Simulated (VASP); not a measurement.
Pt, 1 atom in the cell. Symmetry: I4/mmm, No. 139, tetragonal system. The conventional cell has a = 3.052 Å, b = 3.052 Å, c = 2.979 Å, α = 90.00°, β = 90.00°, γ = 90.00°. Within 3.5 Å of Pt (site symmetry 4/mmm) lie 14 Pt at 2.62 to 3.05 Å.  This cell differs from its parent crystal: volume 13.872 Å^3 an atom, c/a of the conventional cell 0.6903.

```yaml
Program: VASP 6.6.1
Task: single point
Functional: LDA
Potentials_or_basis: VASP PAW LDA potentials, release 64 (Pt)
Cutoff: 520 eV
k_mesh: 22 × 22 × 22
Occupations: gaussian, width 0.15 eV
Spin: no spin polarisation
Dipole_correction: no
Further_INCAR_settings: ALGO = Normal; EDIFF = 1e-06; NBANDS = 11
```

Potentials or basis: VASP PAW LDA potentials, release 64 (Pt).

The run is started by

```bash
$ cat potpaw_LDA.64/Pt/POTCAR > POTCAR
$ mpirun -np 1 vasp_std > vasp.out
```

Hardware: 1 thread of Intel(R) Xeon(R) 6975P-C (Granite Rapids), on a shared host.

Q: Estimate the wall time of this run.

A: Wall time 47 s on 1 thread of Intel(R) Xeon(R) 6975P-C (Granite Rapids), on a shared host, peak memory 0.23 GiB. Counts: scf iterations 11, k points 834.
